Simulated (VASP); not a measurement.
# Rh (P6_3/mmc) in VASP: notebook

Rh is run at these levels: PBEsol; tasks: single point.

Program: VASP 6.6.1. These are calculated values, not measurements. Logs are shortened: lines on timing, memory, paths and dates and some standing lists are left out, and cuts for length are marked.

## (1) The cell of the first run

It takes space group P6_3/mmc (No. 194, hexagonal). The conventional cell has a = 2.731 Å, b = 2.731 Å, c = 4.428 Å, α = 90.00°, β = 90.00°, γ = 120.00°. Rh (site symmetry -6m2) has 12 Rh at 2.72 to 2.73 Å within 3.6 Å.

## (2) Single point, PBEsol

INCAR

```
PREC = Accurate ; ENCUT = 520
EDIFF = 1E-6 ; ISMEAR = -1
SIGMA = 0.1 ; LREAL = False
LASPH = True ; NELM = 80
ALGO = Normal ; ISIF = 2
LWAVE = False ; LCHARG = True
GGA = PS ; LELF = True
LVHAR = True ; NBANDS = 22
```

KPOINTS

```
Automatic mesh
0
Gamma
  12 12 6
```

POSCAR

```
Rh
1.0
    2.7309790000      0.0000000000      0.0000000000
   -1.3654900000      2.3650970000      0.0000000000
    0.0000000000      0.0000000000      4.4284890000
Rh
2
Direct
    0.6666666667      0.3333333333      0.7500000000
    0.3333333333      0.6666666667      0.2500000000
```

Potentials or basis: VASP PAW PBE potentials, release 64 (Rh_pv).

On the command line:

```bash
$ cat potpaw_PBE.64/Rh_pv/POTCAR > POTCAR
$ mpirun -np 1 vasp_std > vasp.out
```

OUTCAR:

```text
PREC = Accurate
   ENCUT = 520
   EDIFF = 1E-6
   ISMEAR = -1
   LREAL = False
   LASPH = True
   NELM = 80
   ISIF = 2
   GGA = PS

 ion  position               nearest neighbor table
   1  0.667  0.333  0.750-   2 2.72   2 2.72   2 2.72   2 2.72   2 2.72   2 2.72
   2  0.333  0.667  0.250-   1 2.72   1 2.72   1 2.72   1 2.72   1 2.72   1 2.72

  LATTYP: Found a hexagonal cell.
 ALAT       =     2.7309790000
 C/A-ratio  =     1.6215756328

  Lattice vectors:

 A1 = (   2.7309790000,   0.0000000000,   0.0000000000)
 A2 = (  -1.3654900000,   2.3650970000,   0.0000000000)
 A3 = (   0.0000000000,   0.0000000000,   4.4284890000)

Analysis of symmetry for initial positions (statically):
=====================================================================
 Subroutine PRICEL returns:
 Original cell was already a primitive cell.

 Routine SETGRP: Setting up the symmetry group for a
 hexagonal supercell.

 Subroutine GETGRP returns: Found 24 space group operations
 (whereof 12 operations were pure point group operations)
 out of a pool of 24 trial point group operations.

The static configuration has the point symmetry D_3d.
 The point group associated with its full space group is D_6h.

Analysis of symmetry for dynamics (positions and initial velocities):
=====================================================================
 Subroutine PRICEL returns:
 Original cell was already a primitive cell.

 Routine SETGRP: Setting up the symmetry group for a
 hexagonal supercell.

 Subroutine GETGRP returns: Found 24 space group operations
 (whereof 12 operations were pure point group operations)
 out of a pool of 24 trial point group operations.

The dynamic configuration has the point symmetry D_3d.
 The point group associated with its full space group is D_6h.

 Subroutine INISYM returns: Found 24 space group operations
 (whereof 12 operations are pure point group operations),
 and found     1 'primitive' translations

----------------------------------------------------------------------------------------

                                     Primitive cell

  volume of cell :      28.6037

  direct lattice vectors                    reciprocal lattice vectors
     2.730979000  0.000000000  0.000000000     0.366169055  0.211407897  0.000000000
    -1.365490000  2.365097000  0.000000000     0.000000000  0.422815639  0.000000000
     0.000000000  0.000000000  4.428489000     0.000000000  0.000000000  0.225810655

  length of vectors
     2.730979000  2.730979084  4.428489000     0.422815652  0.422815639  0.225810655

  position of ions in fractional coordinates (direct lattice)
     0.666666667  0.333333333  0.750000000
     0.333333333  0.666666667  0.250000000

  ion indices of the primitive-cell ions
   primitive index   ion index
                 1           1
                 2           2

----------------------------------------------------------------------------------------

 KPOINTS: Automatic mesh

Automatic generation of k-mesh.
 Grid dimensions read from file:
 generate k-points for:   12   12    6

 Generating k-lattice:

  Cartesian coordinates                     Fractional coordinates (reciprocal lattice)
     0.030514088  0.017617325  0.000000000     0.083333333  0.000000000  0.000000000
     0.000000000  0.035234637  0.000000000     0.000000000  0.083333333  0.000000000
     0.000000000  0.000000000  0.037635109     0.000000000  0.000000000  0.166666667

  Length of vectors
     0.035234638  0.035234637  0.037635109

  Shift w.r.t. Gamma in fractional coordinates (k-lattice)
     0.000000000  0.000000000  0.000000000

 Subroutine IBZKPT returns following result:
 ===========================================

 Found     76 irreducible k-points:

 Following reciprocal coordinates:
            Coordinates               Weight
  0.000000  0.000000  0.000000      1.000000
  0.083333 -0.000000  0.000000      6.000000
  0.166667  0.000000  0.000000      6.000000
  0.250000  0.000000  0.000000      6.000000
  0.333333  0.000000  0.000000      6.000000
  0.416667 -0.000000  0.000000      6.000000
[... 16 lines left out ...]
  0.250000  0.000000  0.166667     12.000000
  0.333333  0.000000  0.166667     12.000000
 [... further k-points ...]
   k-points           NKPTS =     76   k-points in BZ     NKDIM =     76   number of bands    NBANDS=     22
   number of dos      NEDOS =    301   number of ions     NIONS =      2
   total plane-waves  NPLWV =  14400
   dimension x,y,z NGX =    20 NGY =   20 NGZ =   36
   dimension x,y,z NGXF=    40 NGYF=   40 NGZF=   72
   ions per type =               2
   NGX,Y,Z   is equivalent  to a cutoff of  12.17, 12.17, 13.51 a.u.
   NGXF,Y,Z  is equivalent  to a cutoff of  24.35, 24.35, 27.03 a.u.
 SYSTEM =  unknown system
   PREC   = accura    normal or accurate (medium, high low for compatibility)
   ISTART =      0    job   : 0-new  1-cont  2-samecut
   ICHARG =      2    charge: 1-file 2-atom 10-const
   ISPIN  =      1    spin polarized calculation?
   LNONCOLLINEAR =      F non collinear calculations
   LSORBIT =      F    spin-orbit coupling
   LASPH  =      T    aspherical Exc in radial PAW
   ENCUT  =  520.0 eV  38.22 Ry    6.18 a.u.   5.08  5.08  8.23*2*pi/ulx,y,z
   NELM   =     80;   NELMIN=  2; NELMDL= -5     # of ELM steps
   EDIFF  = 0.1E-05   stopping-criterion for ELM
   LREAL  =      F    real-space projection
   EDIFFG = 0.1E-04   stopping-criterion for IOM
   NSW    =      0    number of steps for IOM
   IBRION =     -1    ionic relax: 0-MD 1-quasi-New 2-CG
   NFREE  =      0    steps in history (QN), initial steepest desc. (CG)
   ISIF   =      2    stress and relaxation
   ISYM   =      2    0-nonsym 1-usesym 2-fastsym
   POTIM  = 0.5000    time-step for ionic-motion
   TEBEG  =    0.0;   TEEND  =   0.0 temperature during run
   PSTRESS=    0.0 pullay stress
   NELECT =      30.0000    total number of electrons
   NUPDOWN=      -1.0000    fix difference up-down
   EMIN   =  10.00;   EMAX   =-10.00  energy-range for DOS
   EFERMI =   0.00;   METHOD = LEGACY
   ISMEAR =    -1;   SIGMA  =   0.10  broadening in eV -4-tet -1-fermi 0-gaus
   EFERMI_NEDOS =   21; number of points for ismear=-14 and -15
   IALGO  =     38    algorithm
   IMIX   =      4    mixing-type and parameters
     AMIX     =   0.40;   BMIX     =  1.00
     AMIX_MAG =   1.60;   BMIX_MAG =  1.00
  volume/ion in A,a.u.               =      14.30        96.51
  Fermi-wavevector in a.u.,A,eV,Ry     =   1.663314  3.143208 37.642069  2.766614
  Thomas-Fermi vector in A             =   2.750053
   LORBIT       =      0    0 simple, 1 ext, 2 COOP (PROOUT), +10 PAW based schemes
   GGA     = PS    functional components
   LHFCALC =     F    Hartree Fock is set to
   AEXX    =    0.0000 exact exchange contribution
   IVDW    =     0    specifies the selected vdW correction
   LEPSILON=     F    determine dielectric tensor
   LRPA    =     F    only Hartree local field effects (RPA)
 non-spin polarized calculation
  energy-cutoff  :      520.00
  volume of cell :       28.60
 maximum number of plane-waves:       785
   NGX = 11   NGY = 11   NGZ = 17

 number of electron      30.0000007 magnetization

 Free energy of the ion-electron system (eV)
  ---------------------------------------------------
  ext. energy  EPLUGINS =         0.00000000
  ---------------------------------------------------
  free energy    TOTEN  =       -16.18813443 eV

  energy without entropy =      -16.07488907  energy(sigma->0) =      -16.13151175

 E-fermi :  11.1169     XC(G=0): -13.9637

 val. band max:       11.1101008863   @ k =   0.0833  -0.0000   0.3333
 cond. band min:      11.1262807350   @ k =   0.0833   0.0833   0.3333
 fundamental gap:      0.0161798487
 Fermi energy:        11.1168841208

 k-point     1 :       0.0000    0.0000    0.0000
  band No.  band energies     occupation
      1     -35.8595      2.00000
      2     -35.2927      2.00000
      3     -35.2927      2.00000
      4     -35.2060      2.00000
      5     -35.1995      2.00000
      6     -35.1995      2.00000
[... 14 lines left out ...]
     21      29.1156      0.00000
     22      29.7229      0.00000

 k-point     2 :       0.0833   -0.0000    0.0000
  band No.  band energies     occupation
      1     -35.8454      2.00000
      2     -35.3248      2.00000
      3     -35.3031      2.00000
      4     -35.2328      2.00000
      5     -35.2118      2.00000
      6     -35.2047      2.00000
[... 14 lines left out ...]
     21      29.3809      0.00000
     22      29.8236      0.00000

 k-point     3 :       0.1667    0.0000    0.0000
  band No.  band energies     occupation
      1     -35.8052      2.00000
      2     -35.4127      2.00000
      3     -35.3309      2.00000
      4     -35.3226      2.00000
      5     -35.2294      2.00000
      6     -35.2196      2.00000
[... 14 lines left out ...]
     21      29.5092      0.00000
     22      29.7865      0.00000

 k-point     4 :       0.2500    0.0000    0.0000
  band No.  band energies     occupation
      1     -35.7447      2.00000
      2     -35.5330      2.00000
      3     -35.4423      2.00000
      4     -35.3675      2.00000
      5     -35.2589      2.00000
      6     -35.2408      2.00000
[... 14 lines left out ...]
     21      27.7033      0.00000
     22      28.3088      0.00000

 k-point     5 :       0.3333    0.0000    0.0000
  band No.  band energies     occupation
      1     -35.6737      2.00000
      2     -35.6534      2.00000
      3     -35.5587      2.00000
      4     -35.4032      2.00000
      5     -35.2988      2.00000
      6     -35.2629      2.00000
[... 14 lines left out ...]
     21      25.8333      0.00000
     22      26.8495      0.00000

 k-point     6 :       0.4167   -0.0000    0.0000
  band No.  band energies     occupation
      1     -35.7415      2.00000
      2     -35.6421      2.00000
      3     -35.6078      2.00000
      4     -35.4287      2.00000
      5     -35.3419      2.00000
      6     -35.2794      2.00000
[... 14 lines left out ...]
     21      24.4702      0.00000
     22      25.6983      0.00000

 k-point     7 :       0.5000    0.0000    0.0000
  band No.  band energies     occupation
      1     -35.7738      2.00000
      2     -35.6723      2.00000
      3     -35.5768      2.00000
      4     -35.4380      2.00000
      5     -35.3645      2.00000
      6     -35.2855      2.00000
[... 324 lines left out ...]
      6     -35.2058      2.00000
[... 14 lines left out ...]
     21      29.0826      0.00000
     22      29.7838      0.00000

 k-point    21 :       0.0833   -0.0000    0.1667
  band No.  band energies     occupation
      1     -35.8054      2.00000
      2     -35.3176      2.00000
      3     -35.2966      2.00000
      4     -35.2730      2.00000
      5     -35.2214      2.00000
      6     -35.2113      2.00000
[... 14 lines left out ...]
     21      29.2435      0.00000
     22      29.9325      0.00000

 k-point    22 :       0.1667    0.0000    0.1667
  band No.  band energies     occupation
      1     -35.7732      2.00000
      2     -35.4020      2.00000
      3     -35.3529      2.00000
      4     -35.3235      2.00000
      5     -35.2435      2.00000
      6     -35.2271      2.00000
[... 14 lines left out ...]
     21      28.9218      0.00000
     22      29.3377      0.00000

 k-point    23 :       0.2500    0.0000    0.1667
  band No.  band energies     occupation
      1     -35.7321      2.00000
      2     -35.5119      2.00000
      3     -35.4669      2.00000
      4     -35.3591      2.00000
      5     -35.2687      2.00000
      6     -35.2494      2.00000
[... 14 lines left out ...]
     21      27.9795      0.00000
     22      28.0978      0.00000

 k-point    24 :       0.3333    0.0000    0.1667
  band No.  band energies     occupation
      1     -35.7233      2.00000
      2     -35.6020      2.00000
      3     -35.5580      2.00000
      4     -35.3939      2.00000
      5     -35.3010      2.00000
      6     -35.2724      2.00000
[... 14 lines left out ...]
     21      26.3305      0.00000
     22      26.3495      0.00000

 [... further k-points ...]
[... 5 lines left out ...]
  --------------------------------------------------------------------------------------
  -------------------------------------------------------------------------------------
  Total       -2.3363574     -2.3363570     -2.4986744      0.0000005      0.0000000      0.0000000
  in kB     -130.8660424   -130.8660213   -139.9578810      0.0000277      0.0000000      0.0000000
  external PRESSURE =    -133.8966482 kB  Pullay stress =       0.0000000 kB

 VOLUME and BASIS-vectors are now :
 -----------------------------------------------------------------------------
  energy-cutoff  :      520.00
  volume of cell :       28.60
      direct lattice vectors                 reciprocal lattice vectors
     2.730979000  0.000000000  0.000000000     0.366169055  0.211407897  0.000000000
    -1.365490000  2.365097000  0.000000000     0.000000000  0.422815639  0.000000000
     0.000000000  0.000000000  4.428489000     0.000000000  0.000000000  0.225810655

 POSITION                                       TOTAL-FORCE (eV/Angst)
 -----------------------------------------------------------------------------------
      1.36549      0.78837      3.32137         0.000000     -0.000000      0.000000
     -0.00000      1.57673      1.10712        -0.000000      0.000000      0.000000
 -----------------------------------------------------------------------------------
    total drift:                                0.000000     -0.000000      0.000000

  FREE ENERGIE OF THE ION-ELECTRON SYSTEM (eV)
  ---------------------------------------------------
  free  energy   TOTEN  =       -16.1881344340 eV

  energy  without entropy=      -16.0748890701  energy(sigma->0) =      -16.13151175
```

It took 26 s on 1 thread of Intel Xeon Platinum 8259CL at 2.50GHz (Skylake/Cascade Lake), shared host; peak memory 0.16 GiB.

Results:

| Item | Value |
| --- | --- |
| Free energy | -16.1881 eV |
| Pressure | -13.4 GPa |
| Band gap on the k mesh | zero (band 15 reaches 11.72 eV, above the bottom of band 16 at 9.45 eV) |

Levels at points of the mesh, in eV from the Fermi level:
| k point | band 11 | band 12 | band 13 | band 14 | band 15 | band 16 | band 17 | band 18 | band 19 | band 20 |
| --- | --- | --- | --- | --- | --- | --- | --- | --- | --- | --- |
| (0.00, 0.00, 0.00) | -2.85 | -2.36 | -2.36 | -1.77 | -1.77 | 0.15 | 0.15 | 0.68 | 8.17 | 15.85 |
| (0.50, 0.00, 0.00) | -2.56 | -2.12 | -2.05 | 0.43 | 0.60 | 0.71 | 2.91 | 4.93 | 9.99 | 10.45 |
| (0.00, 0.00, 0.50) | -2.95 | -2.95 | -2.95 | -2.95 | -0.39 | -0.39 | -0.39 | -0.39 | 14.60 | 14.60 |
| (0.50, 0.00, 0.50) | -1.55 | -1.55 | -0.28 | -0.28 | 0.60 | 0.60 | 2.58 | 2.58 | 8.93 | 8.93 |

Caveat: the PAW data sets were made with another functional, which shifts forces and pressure a little.

## (3) Single point, PBEsol

INCAR

```
SYSTEM = Rh
PREC = Accurate ; ENCUT = 520
EDIFF = 1E-6 ; ISMEAR = -1
SIGMA = 0.1 ; LREAL = .FALSE.
LASPH = .TRUE. ; NELM = 60
ALGO = Normal ; ISIF = 2
LWAVE = .FALSE. ; LCHARG = .FALSE.
GGA = PS ; NBANDS = 22
```

KPOINTS

```
Automatic mesh
0
G
  12 12 6
  0 0 0
```

POSCAR is that of step 2.

Potentials or basis: VASP PAW PBE potentials, release 64 (Rh_pv).

On the command line:

```bash
$ cat potpaw_PBE.64/Rh_pv/POTCAR > POTCAR
$ mpirun -np 1 vasp_std > vasp.out
```

OUTCAR:

```text
SYSTEM = Rh
   PREC = Accurate
   ENCUT = 520
   EDIFF = 1E-6
   ISMEAR = -1
   LREAL = .FALSE.
   LASPH = .TRUE.
   NELM = 60
   ISIF = 2
   GGA = PS

 ion  position               nearest neighbor table
   1  0.667  0.333  0.750-   2 2.72   2 2.72   2 2.72   2 2.72   2 2.72   2 2.72
   2  0.333  0.667  0.250-   1 2.72   1 2.72   1 2.72   1 2.72   1 2.72   1 2.72

  LATTYP: Found a hexagonal cell.
 ALAT       =     2.7309790000
 C/A-ratio  =     1.6215756328

  Lattice vectors:
[... 189 lines left out ...]
      1     -35.8595      2.00000
      2     -35.2927      2.00000
      3     -35.2927      2.00000
      4     -35.2060      2.00000
      5     -35.1995      2.00000
      6     -35.1995      2.00000
[... 589 lines left out ...]
     21      26.3305      0.00000
     22      26.3495      0.00000

 [... further k-points ...]
[... 5 lines left out ...]
  --------------------------------------------------------------------------------------
  -------------------------------------------------------------------------------------
  Total       -2.3363574     -2.3363570     -2.4986744      0.0000005      0.0000000      0.0000000
  in kB     -130.8660424   -130.8660213   -139.9578810      0.0000277      0.0000000      0.0000000
  external PRESSURE =    -133.8966482 kB  Pullay stress =       0.0000000 kB

 VOLUME and BASIS-vectors are now :
 -----------------------------------------------------------------------------
  energy-cutoff  :      520.00
  volume of cell :       28.60
      direct lattice vectors                 reciprocal lattice vectors
     2.730979000  0.000000000  0.000000000     0.366169055  0.211407897  0.000000000
    -1.365490000  2.365097000  0.000000000     0.000000000  0.422815639  0.000000000
     0.000000000  0.000000000  4.428489000     0.000000000  0.000000000  0.225810655

 POSITION                                       TOTAL-FORCE (eV/Angst)
 -----------------------------------------------------------------------------------
      1.36549      0.78837      3.32137         0.000000     -0.000000      0.000000
     -0.00000      1.57673      1.10712        -0.000000      0.000000      0.000000
 -----------------------------------------------------------------------------------
    total drift:                                0.000000     -0.000000      0.000000

  FREE ENERGIE OF THE ION-ELECTRON SYSTEM (eV)
  ---------------------------------------------------
  free  energy   TOTEN  =       -16.1881344340 eV

  energy  without entropy=      -16.0748890701  energy(sigma->0) =      -16.13151175
```

It took 26 s on 1 thread of Intel Xeon Platinum 8259CL at 2.50GHz (Skylake/Cascade Lake), shared host; peak memory 0.16 GiB.

Results:

* Free energy: -16.1881 eV
* Pressure: -13.4 GPa
* Band gap on the k mesh: zero (band 15 reaches 11.72 eV, above the bottom of band 16 at 9.45 eV)

Stress tensor (GPa, compression positive):
```
-13.09   0.00   0.00
  0.00 -13.09   0.00
  0.00   0.00 -14.00
```

Caveat: the PAW data sets were made with another functional, which shifts forces and pressure a little.
